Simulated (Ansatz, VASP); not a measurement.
## La2O in VASP and in Ansatz

INCAR

```
PREC = Accurate
ENCUT = 600
EDIFF = 1E-6
ISMEAR = 0
SIGMA = 0.1
LREAL = F
LASPH = T
NELM = 100
ALGO = Normal
ISIF = 3
LWAVE = F
LCHARG = F
GGA = PE
IBRION = 2
NSW = 100
EDIFFG = -0.01
```

KPOINTS

```
regular mesh
0
Gamma
  8 8 4
```

File POSCAR:

```
La2O
1.0
    4.2673270360      0.0000000000      0.0000000000
    0.0000000000      4.2673270360      0.0000000000
    0.0000000000      0.0000000000      9.5686677825
La O
4 2
Direct
    0.5000000000      0.0000000000      0.8831353159
    0.0000000000      0.5000000000      0.1168646841
    0.5000000000      0.0000000000      0.4323972926
    0.0000000000      0.5000000000      0.5676027074
    0.5000000000      0.5000000000      0.0000000000
    0.0000000000      0.0000000000      0.0000000000
```

Input for Ansatz:

```yaml
crystal:
  lattice:
    - [4.267327036, 0.0, 0.0]
    - [0.0, 4.267327036, 0.0]
    - [0.0, 0.0, 9.5686677825]
  atoms:
    - { symbol: La, position: [0.5, 0.0, 0.8831353159] }
    - { symbol: La, position: [0.0, 0.5, 0.1168646841] }
    - { symbol: La, position: [0.5, 0.0, 0.4323972926] }
    - { symbol: La, position: [0.0, 0.5, 0.5676027074] }
    - { symbol: O, position: [0.5, 0.5, 0.0] }
    - { symbol: O, position: [0.0, 0.0, 0.0] }
basis:
  ecutwfc: 420
kpoints:
  mp_grid: { grid: [8, 8, 4] }
hamiltonian:
  xc: pbe
scf:
  occupations: { method: gaussian, width: 0.1 }
output:
  forces: true
  stress: true
  eigenvalues: true
relax:
  adjacent_minimum: "off"
  f_tol: 0.01
  max_steps: 80
  cell: { stress_tol: 0.05 }
```

Alike in both runs: task relaxation of cell and atoms; functional PBE; k mesh 8 × 8 × 4; occupations gaussian, width 0.1 eV; no spin polarisation.

```csv
,VASP,Ansatz
version,VASP 6.6.1,Ansatz 0.2.0
potentials or method,"VASP PAW PBE potentials, release 64 (La, O), cutoff 600 eV","scalar-relativistic, plane waves, PAW"
valence electrons in the cell,56,56
```

```csv
,VASP,Ansatz,Ansatz less VASP
"gap on the k mesh at the Fermi level, each at its own relaxed structure (eV)",none,none,-
relaxed volume (Å³/atom),28.59,28.72,+0.135
relaxed cell length with the largest relative difference (Å),9.441,9.486,+0.0446
```

A gap of «none» marks a metal or a gap that the smearing closes.

Spin-orbit coupling is off throughout.
